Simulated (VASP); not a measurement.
# Pt in VASP: a series of runs

Runs on Pt. Level: PBEsol. Tasks: single point.

Everything below comes from runs of VASP 6.6.1. Logs are shortened: lines on timing, memory, paths and dates and some standing lists are left out, and cuts for length are marked.

## 1. The cell of the first run

It takes space group Im-3m (No. 229, cubic). The conventional cell has a = 3.263 Å, b = 3.263 Å, c = 3.263 Å, α = 90.00°, β = 90.00°, γ = 90.00°. Within 3.7 Å of Pt (site symmetry m-3m) lie 14 Pt at 2.83 to 3.26 Å.

This isn't the form of Pt at room conditions, which is fcc.

## 2. Single point, PBEsol (strain +0.030 along x and y, +0.030 along z)

INCAR

```
SYSTEM = Pt
PREC     = Accurate       ! precision mode
ENCUT    = 520            ! plane-wave cutoff, eV
EDIFF    = 1E-6           ! SCF threshold, eV
ISMEAR   = 0              ! smearing method
SIGMA    = 0.15           ! smearing width, eV
LREAL    = .FALSE.        ! projectors in reciprocal space
LASPH    = .TRUE.         ! aspherical terms in the spheres
NELM     = 60             ! most SCF steps
ALGO     = Fast           ! electronic algorithm
ISIF     = 2              ! what is computed and relaxed
LWAVE    = .FALSE.        ! write WAVECAR
LCHARG   = .TRUE.         ! write CHGCAR
GGA      = PS             ! functional
LELF     = .TRUE.         ! ELF
LVHAR    = .TRUE.       
NBANDS   = 11             ! bands
```

KPOINTS

```
Automatic mesh
0
G
  22 22 22
  0 0 0
```

POSCAR

```
Pt
1.0
   -1.6317466000      1.6317466000      1.6317466000
    1.6317466000     -1.6317466000      1.6317466000
    1.6317466000      1.6317466000     -1.6317466000
Pt
1
Direct
    0.0000000000      0.0000000000      0.0000000000
```

Potentials or basis: VASP PAW PBE potentials, release 64 (Pt).

Started as:

```sh
> cat potpaw_PBE.64/Pt/POTCAR > POTCAR
> mpirun -np 1 vasp_std > vasp.out
```

OUTCAR:

```text
SYSTEM = Pt
   PREC = Accurate
   ENCUT = 520
   EDIFF = 1E-6
   ISMEAR = 0
   LREAL = .FALSE.
   LASPH = .TRUE.
   NELM = 60
   ISIF = 2
   GGA = PS

 ion  position               nearest neighbor table
   1  0.000  0.000  0.000-

  LATTYP: Found a body centered cubic cell.
 ALAT       =     3.2634932000

  Lattice vectors:

 A1 = (  -1.6317466000,   1.6317466000,   1.6317466000)
 A2 = (   1.6317466000,  -1.6317466000,   1.6317466000)
 A3 = (   1.6317466000,   1.6317466000,  -1.6317466000)

Analysis of symmetry for initial positions (statically):
=====================================================================
 Subroutine PRICEL returns:
 Original cell was already a primitive cell.

 Routine SETGRP: Setting up the symmetry group for a
 body centered cubic supercell.

 Subroutine GETGRP returns: Found 48 space group operations
 (whereof 48 operations were pure point group operations)
 out of a pool of 48 trial point group operations.

The static configuration has the point symmetry O_h .

Analysis of symmetry for dynamics (positions and initial velocities):
=====================================================================
 Subroutine PRICEL returns:
 Original cell was already a primitive cell.

 Routine SETGRP: Setting up the symmetry group for a
 body centered cubic supercell.

 Subroutine GETGRP returns: Found 48 space group operations
 (whereof 48 operations were pure point group operations)
 out of a pool of 48 trial point group operations.

The dynamic configuration has the point symmetry O_h .

 Subroutine INISYM returns: Found 48 space group operations
 (whereof 48 operations are pure point group operations),
 and found     1 'primitive' translations

----------------------------------------------------------------------------------------

                                     Primitive cell

  volume of cell :      17.3787

  direct lattice vectors                    reciprocal lattice vectors
    -1.631746600  1.631746600  1.631746600     0.000000000  0.306420127  0.306420127
     1.631746600 -1.631746600  1.631746600     0.306420127  0.000000000  0.306420127
     1.631746600  1.631746600 -1.631746600     0.306420127  0.306420127  0.000000000

  length of vectors
     2.826268016  2.826268016  2.826268016     0.433343499  0.433343499  0.433343499

  position of ions in fractional coordinates (direct lattice)
     0.000000000  0.000000000  0.000000000

  ion indices of the primitive-cell ions
   primitive index   ion index
                 1           1

----------------------------------------------------------------------------------------

 KPOINTS: Automatic mesh

Automatic generation of k-mesh.
 Grid dimensions read from file:
 generate k-points for:   22   22   22

 Generating k-lattice:

  Cartesian coordinates                     Fractional coordinates (reciprocal lattice)
     0.000000000  0.013928188  0.013928188     0.045454545  0.000000000  0.000000000
     0.013928188  0.000000000  0.013928188     0.000000000  0.045454545  0.000000000
     0.013928188  0.013928188  0.000000000     0.000000000  0.000000000  0.045454545

  Length of vectors
     0.019697432  0.019697432  0.019697432

  Shift w.r.t. Gamma in fractional coordinates (k-lattice)
     0.000000000  0.000000000  0.000000000

 Subroutine IBZKPT returns following result:
 ===========================================

 Found    328 irreducible k-points:

 Following reciprocal coordinates:
            Coordinates               Weight
  0.000000  0.000000  0.000000      1.000000
  0.045455  0.000000  0.000000     12.000000
  0.090909  0.000000  0.000000     12.000000
  0.136364  0.000000  0.000000     12.000000
  0.181818  0.000000  0.000000     12.000000
  0.227273  0.000000  0.000000     12.000000
[... 16 lines left out ...]
  0.090909  0.090909  0.000000     24.000000
  0.136364  0.090909  0.000000     48.000000
 [... further k-points ...]
   k-points           NKPTS =    328   k-points in BZ     NKDIM =    328   number of bands    NBANDS=     11
   number of dos      NEDOS =    301   number of ions     NIONS =      1
   total plane-waves  NPLWV =  13824
   dimension x,y,z NGX =    24 NGY =   24 NGZ =   24
   dimension x,y,z NGXF=    48 NGYF=   48 NGZF=   48
   ions per type =               1
   NGX,Y,Z   is equivalent  to a cutoff of  14.12, 14.12, 14.12 a.u.
   NGXF,Y,Z  is equivalent  to a cutoff of  28.23, 28.23, 28.23 a.u.
 SYSTEM =  Pt
   PREC   = accura    normal or accurate (medium, high low for compatibility)
   ISTART =      0    job   : 0-new  1-cont  2-samecut
   ICHARG =      2    charge: 1-file 2-atom 10-const
   ISPIN  =      1    spin polarized calculation?
   LNONCOLLINEAR =      F non collinear calculations
   LSORBIT =      F    spin-orbit coupling
   LASPH  =      T    aspherical Exc in radial PAW
   ENCUT  =  520.0 eV  38.22 Ry    6.18 a.u.   5.25  5.25  5.25*2*pi/ulx,y,z
   NELM   =     60;   NELMIN=  2; NELMDL= -5     # of ELM steps
   EDIFF  = 0.1E-05   stopping-criterion for ELM
   LREAL  =      F    real-space projection
   EDIFFG = 0.1E-04   stopping-criterion for IOM
   NSW    =      0    number of steps for IOM
   IBRION =     -1    ionic relax: 0-MD 1-quasi-New 2-CG
   NFREE  =      0    steps in history (QN), initial steepest desc. (CG)
   ISIF   =      2    stress and relaxation
   ISYM   =      2    0-nonsym 1-usesym 2-fastsym
   POTIM  = 0.5000    time-step for ionic-motion
   TEBEG  =    0.0;   TEEND  =   0.0 temperature during run
   PSTRESS=    0.0 pullay stress
   NELECT =      10.0000    total number of electrons
   NUPDOWN=      -1.0000    fix difference up-down
   EMIN   =  10.00;   EMAX   =-10.00  energy-range for DOS
   EFERMI =   0.00;   METHOD = LEGACY
   ISMEAR =     0;   SIGMA  =   0.15  broadening in eV -4-tet -1-fermi 0-gaus
   EFERMI_NEDOS =   21; number of points for ismear=-14 and -15
   IALGO  =     68    algorithm
   IMIX   =      4    mixing-type and parameters
     AMIX     =   0.40;   BMIX     =  1.00
     AMIX_MAG =   1.60;   BMIX_MAG =  1.00
  volume/ion in A,a.u.               =      17.38       117.28
  Fermi-wavevector in a.u.,A,eV,Ry     =   1.361660  2.573165 25.226818  1.854119
  Thomas-Fermi vector in A             =   2.488217
   LORBIT       =      0    0 simple, 1 ext, 2 COOP (PROOUT), +10 PAW based schemes
   GGA     = PS    functional components
   LHFCALC =     F    Hartree Fock is set to
   AEXX    =    0.0000 exact exchange contribution
   IVDW    =     0    specifies the selected vdW correction
   LEPSILON=     F    determine dielectric tensor
   LRPA    =     F    only Hartree local field effects (RPA)
 non-spin polarized calculation
 RMM-DIIS sequential band-by-band and
 Gauss-broadening in eV      SIGMA  =   0.15
  energy-cutoff  :      520.00
  volume of cell :       17.38
 maximum number of plane-waves:       478
 NGX is ok and might be reduce to    24
   NGX = 11   NGY = 11   NGZ = 11

 number of electron      10.0000001 magnetization

 Free energy of the ion-electron system (eV)
  ---------------------------------------------------
  ext. energy  EPLUGINS =         0.00000000
  ---------------------------------------------------
  free energy    TOTEN  =        -6.65197047 eV

  energy without entropy =       -6.63728334  energy(sigma->0) =       -6.64462690

 E-fermi :   8.4010     XC(G=0): -12.7943

 val. band max:        8.3986316770   @ k =   0.4545   0.0909   0.0000
 cond. band min:       8.4040039346   @ k =  -0.3636   0.4091   0.1364
 fundamental gap:      0.0053722576
 Fermi energy:         8.4009581163

 k-point     1 :       0.0000    0.0000    0.0000
  band No.  band energies     occupation
      1      -0.2078      2.00000
      2       5.4033      2.00000
      3       5.4033      2.00000
      4       5.4033      2.00000
      5       7.5825      2.00000
      6       7.5825      2.00000
      7      25.4667      0.00000
      8      25.4667      0.00000
      9      25.4667      0.00000
     10      34.0200      0.00000
     11      34.0872      0.00000

 k-point     2 :       0.0455    0.0000    0.0000
  band No.  band energies     occupation
      1      -0.1306      2.00000
      2       5.3751      2.00000
      3       5.4042      2.00000
      4       5.4619      2.00000
      5       7.5462      2.00000
      6       7.5844      2.00000
      7      25.4986      0.00000
      8      25.5031      0.00000
      9      25.5743      0.00000
     10      32.6368      0.00000
     11      32.9352      0.00000

 k-point     3 :       0.0909    0.0000    0.0000
  band No.  band energies     occupation
      1       0.0971      2.00000
      2       5.2939      2.00000
      3       5.4038      2.00000
      4       5.6359      2.00000
      5       7.4514      2.00000
      6       7.5905      2.00000
      7      25.5368      0.00000
      8      25.5541      0.00000
      9      25.8917      0.00000
     10      31.3534      0.00000
     11      31.4535      0.00000

 k-point     4 :       0.1364    0.0000    0.0000
  band No.  band energies     occupation
      1       0.4631      2.00000
      2       5.1686      2.00000
      3       5.3965      2.00000
      4       5.9194      2.00000
      5       7.3351      2.00000
      6       7.6024      2.00000
      7      25.2982      0.00000
      8      25.5031      0.00000
      9      26.4025      0.00000
     10      30.1659      0.00000
     11      30.4756      0.00000
[... 239 lines left out ...]
 k-point    22 :       0.4545    0.0455    0.0000
  band No.  band energies     occupation
      1       2.7252      2.00000
      2       4.2016      2.00000
      3       7.3795      2.00000
      4       7.6714      2.00000
      5       8.5462      0.17090
      6       9.7222      0.00000
      7      14.0382      0.00000
      8      21.6021      0.00000
      9      23.2630      0.00000
     10      31.6369      0.00000
     11      31.9474      0.00000

 k-point    23 :       0.0909    0.0909    0.0000
  band No.  band energies     occupation
      1       0.6776      2.00000
      2       5.1713      2.00000
      3       5.2734      2.00000
      4       6.1341      2.00000
      5       7.2520      2.00000
      6       7.6372      2.00000
      7      25.2005      0.00000
      8      25.5646      0.00000
      9      26.3165      0.00000
     10      28.9598      0.00000
     11      30.5219      0.00000

 k-point    24 :       0.1364    0.0909    0.0000
  band No.  band energies     occupation
      1       1.1481      2.00000
      2       5.0386      2.00000
      3       5.2166      2.00000
      4       6.5468      2.00000
      5       7.1552      2.00000
      6       7.6779      2.00000
      7      24.4633      0.00000
      8      24.9157      0.00000
      9      26.7890      0.00000
     10      27.9733      0.00000
     11      30.3062      0.00000

 [... further k-points ...]

------------------------ aborting loop because EDIFF is reached ----------------------------------------

  FORCE on cell =-STRESS in cart. coord.  units (eV):
  Direction    XX          YY          ZZ          XY          YZ          ZX
  --------------------------------------------------------------------------------------
  -------------------------------------------------------------------------------------
  Total       -2.8087115     -2.8087115     -2.8087115      0.0000000     -0.0000000     -0.0000000
  in kB     -258.9402611   -258.9402611   -258.9402611      0.0000000     -0.0000000     -0.0000000
  external PRESSURE =    -258.9402611 kB  Pullay stress =       0.0000000 kB

 VOLUME and BASIS-vectors are now :
 -----------------------------------------------------------------------------
  energy-cutoff  :      520.00
  volume of cell :       17.38
      direct lattice vectors                 reciprocal lattice vectors
    -1.631746600  1.631746600  1.631746600     0.000000000  0.306420127  0.306420127
     1.631746600 -1.631746600  1.631746600     0.306420127  0.000000000  0.306420127
     1.631746600  1.631746600 -1.631746600     0.306420127  0.306420127  0.000000000

 POSITION                                       TOTAL-FORCE (eV/Angst)
 -----------------------------------------------------------------------------------
      0.00000      0.00000      0.00000         0.000000      0.000000      0.000000
 -----------------------------------------------------------------------------------
    total drift:                               -0.000000      0.000000      0.000000

  FREE ENERGIE OF THE ION-ELECTRON SYSTEM (eV)
  ---------------------------------------------------
  free  energy   TOTEN  =        -6.6519704703 eV

  energy  without entropy=       -6.6372833351  energy(sigma->0) =       -6.64462690
```

Wall time 43 s (1 thread of AMD EPYC 9R45 (Zen 5), shared host); peak memory 0.16 GiB.

What came out:

* Free energy: -6.6520 eV
* Pressure: -25.9 GPa
* Band gap on the k mesh: zero (bands 5 and 6 overlap by 1.81 eV)

Levels at points of the mesh, in eV from the Fermi level:
| k point | band 1 | band 2 | band 3 | band 4 | band 5 | band 6 | band 7 | band 8 | band 9 | band 10 |
| --- | --- | --- | --- | --- | --- | --- | --- | --- | --- | --- |
| (0.00, 0.00, 0.00) | -8.61 | -3.00 | -3.00 | -3.00 | -0.82 | -0.82 | 17.07 | 17.07 | 17.07 | 25.62 |
| (0.50, 0.00, 0.00) | -5.73 | -4.22 | -1.00 | -0.56 | 0.52 | 0.88 | 5.51 | 13.17 | 15.02 | 23.26 |
| (0.50, 0.50, 0.50) | -5.19 | -5.19 | 0.44 | 0.44 | 0.44 | 7.41 | 7.41 | 7.41 | 11.39 | 17.73 |

Caveat: the cell differs from its parent crystal (strain +0.030 along x and y, +0.030 along z); the cell stands under tension; the PAW data sets were made with another functional, which shifts forces and pressure a little; spin-orbit coupling is left out, which moves the levels of the heavy elements.

## 3. Single point, PBEsol (strain +0.000 along x and y, -0.015 along z)

INCAR

```
ALGO = Fast
EDIFF = 1E-7
ENCUT = 520
GGA = PS
ISIF = 2
ISMEAR = 0
LASPH = T
LCHARG = T
LELF = T
LREAL = F
LVHAR = T
LWAVE = F
NBANDS = 11
NELM = 60
PREC = Accurate
SIGMA = 0.15
```

KPOINTS

```
k-points
0
Gamma
  22 22 22
```

POSCAR

```
Pt
1.0
   -1.5842200000      1.5842200000      1.5604567000
    1.5842200000     -1.5842200000      1.5604567000
    1.5842200000      1.5842200000     -1.5604567000
Pt
1
Direct
    0.0000000000      0.0000000000      0.0000000000
```

Potentials or basis: VASP PAW PBE potentials, release 64 (Pt).

Started as:

```sh
> cat potpaw_PBE.64/Pt/POTCAR > POTCAR
> mpirun -np 1 vasp_std > vasp.out
```

Wall time 80 s (1 thread of AMD EPYC 9R45 (Zen 5), shared host); peak memory 0.22 GiB.

Results (log left out):

- Free energy: -6.8444 eV
- Pressure: -7.9 GPa
- Band gap on the k mesh: zero (bands 5 and 6 overlap by 2.13 eV)

Stress tensor (GPa, compression positive):
```
-7.35  0.00  0.00
 0.00 -7.35  0.00
 0.00  0.00 -8.96
```

Levels at points of the mesh, in eV from the Fermi level:
```
           k point  band 2  band 3  band 4  band 5  band 6  band 7  band 8  band 9
(0.00, 0.00, 0.00)   -3.60   -3.47   -3.47   -1.06   -0.89   17.01   17.01   17.30
(0.50, 0.00, 0.00)   -5.01   -1.11   -0.60    0.23    1.10    6.40   13.20   15.77
(0.50, 0.50, 0.00)   -4.87   -1.27   -0.69    0.13    1.07    6.27   13.37   16.14
(0.50, 0.50, 0.50)   -6.14    0.55    0.55    0.59    7.49    7.49    7.95   12.85
```

Caveat: the cell differs from its parent crystal (strain +0.000 along x and y, -0.015 along z); the cell stands under tension; the PAW data sets were made with another functional, which shifts forces and pressure a little; spin-orbit coupling is left out, which moves the levels of the heavy elements.

[end of part 1 of 3]
